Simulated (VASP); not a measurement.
Runs of VASP 6.6.1 on PrMgH. The structure is that of space group P4/mmm (No. 123), or close to it. The cells are those of the table. The cell was built from a structure type or drawn by symmetry, and may not be a known phase.

```tsv
task	cell	smearing	gap on the mesh (eV)	pressure (GPa)	relaxed volume (Å³/atom)
relaxation of cell and atoms	relaxed from a = 3.618, b = 3.618, c = 4.444 Å, 3 atoms	gaussian 0.1 eV	none	0.0	(a)
relaxation of shape and atoms at fixed volume	relaxed from a = 3.560, b = 3.560, c = 4.443 Å, 3 atoms	gaussian 0.1 eV	none	1.8	-
relaxation of shape and atoms at fixed volume	relaxed from a = 3.632, b = 3.632, c = 4.532 Å, 3 atoms	gaussian 0.1 eV	none	-1.2	-
relaxation of cell and atoms	relaxed from a = 3.596, b = 3.596, c = 4.488 Å, 3 atoms	fermi-dirac 0.15 eV	none	0.0	19.49
```

Alike in all rows: level PBE; potentials or basis VASP PAW PBE potentials, release 64 (Pr_3, Mg, H), 4f in core; no spin polarisation; k mesh 12 × 12 × 10; cutoff (eV) 600.

Task: Fill in the values left out.

Result: (a) 19.42.

Caveats: spin-orbit coupling is left out, which moves the levels of the heavy elements; the 4f electrons are frozen in the core, so they carry no moment and show no levels; the relaxation stopped at its first step, so nothing moved (at least some runs).

A k mesh can miss the band edges, and the runs leave out spin-orbit coupling on Pr.

A gap of «none» marks levels without a gap at the run's occupations.
